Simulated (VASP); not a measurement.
## Li2O: G0W0 quasiparticle levels with PBE

The system is Li2O.

```
Li O
1.0
     0.00000    2.28637    2.28637
     2.28637    0.00000    2.28637
     2.28637    2.28637    0.00000
Li O
2 1
Direct
  0.25000 0.25000 0.25000
  0.75000 0.75000 0.75000
  0.00000 0.00000 0.00000
```

```json
{
 "Program": "VASP 6.6.1",
 "Task": "G0W0 quasiparticle levels",
 "Functional": "PBE",
 "Potentials or basis": "VASP PAW PBE potentials, release 64 (Li_GW, O_GW)",
 "Cutoff": "500 eV",
 "k mesh": "6 × 6 × 6",
 "Occupations": "gaussian, width 0.01 eV",
 "Spin": "no spin polarisation",
 "Dipole correction": "no",
 "GW scheme": "G0W0",
 "GW iterations": "1",
 "Cutoff of the response function": "180",
 "Frequency points": "96",
 "Empty bands": "131",
 "Further INCAR settings": "ALGO = EVGW0; EDIFF = 1e-08; NBANDS = 135"
}
```

The quasiparticle gap is 7.42 eV, the least direct quasiparticle gap is 7.98 eV and the band gap of the starting levels on the mesh is 5.04 eV. The least direct gap of the starting levels on the mesh is 5.51 eV.

Run time: 3.1 min on 1 thread of Intel(R) Xeon(R) 6975P-C (Granite Rapids), with other jobs on the host, peak memory 0.57 GiB.

Caveat: the k points lie up to 0.40 Å⁻¹ apart; bands, screening cutoff and mesh are small and nothing is extrapolated, so the quasiparticle values aren't converged.
